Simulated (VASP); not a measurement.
Input of a VASP 6.6.1 run:

The input INCAR:

```
SYSTEM = Pb2O
PREC = Accurate
ENCUT = 600
EDIFF = 1E-6
ISMEAR = 0
SIGMA = 0.1
LREAL = .FALSE.
LASPH = .TRUE.
NELM = 80
ALGO = Normal
ISIF = 3
LWAVE = .FALSE.
LCHARG = .FALSE.
GGA = PS
IBRION = 2
NSW = 100
EDIFFG = -0.005
```

The input KPOINTS:

```
Automatic mesh
0
G
  8 8 8
  0 0 0
```

Contents of POSCAR:

```
Pb2O
1.0
    5.3800003225      0.0000000000      0.0000000000
    0.0000000000      5.3800003225      0.0000000000
    0.0000000000      0.0000000000      5.3800003225
Pb O
4 2
Direct
    0.2500000000      0.2500000000      0.2500000000
    0.7500000000      0.7500000000      0.2500000000
    0.2500000000      0.7500000000      0.7500000000
    0.7500000000      0.2500000000      0.7500000000
    0.0000000000      0.0000000000      0.0000000000
    0.5000000000      0.5000000000      0.5000000000
```

Potentials or basis: VASP PAW PBE potentials, release 64 (Pb_d, O).

Launch:

```sh
$ cat potpaw_PBE.64/Pb_d/POTCAR potpaw_PBE.64/O/POTCAR > POTCAR
$ mpirun -np 1 vasp_std > vasp.out
```

Q: Estimate the band gap on the k mesh.

A: Zero (bands 34 and 35 overlap by 0.90 eV).

Final structure:
```
Pb O
1.0
     5.38000    0.00000    0.00000
     0.00000    5.38000    0.00000
     0.00000    0.00000    5.38000
Pb O
4 2
Cartesian
  1.3450 1.3450 1.3450
  4.0350 4.0350 1.3450
  1.3450 4.0350 4.0350
  4.0350 1.3450 4.0350
  0.0000 0.0000 0.0000
  2.6900 2.6900 2.6900
```

Caveat: the relaxation stopped at its first step, so nothing moved; spin-orbit coupling is left out, which moves the levels of the heavy elements.
